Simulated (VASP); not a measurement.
CsI:

```
Cs I
1.0
     4.66547    0.00000    0.00000
     0.00000    4.66547    0.00000
     0.00000    0.00000    4.66547
Cs I
1 1
Direct
  0.00000 0.00000 0.00000
  0.50000 0.50000 0.50000
```

Program: VASP 6.6.1. Alike in all runs: task single point; no spin polarisation; cell as given; k mesh 8 × 8 × 8; cutoff (eV) 500; smearing gaussian 0.05 eV.

Task: Order these runs on this cell by their band gap on the k mesh, lowest first.
A. level PBE; potentials or basis VASP PAW PBE potentials, release 64 (Cs_sv, I)
B. level LDA; potentials or basis VASP PAW LDA potentials, release 64 (Cs_sv, I)
C. level PBEsol; potentials or basis VASP PAW PBE potentials, release 64 (Cs_sv, I)

Result: B (3.34 eV), C (3.52 eV), A (3.68 eV).

Caveats: spin-orbit coupling is left out, which moves the levels of the heavy elements.

A k mesh can miss the band edges.
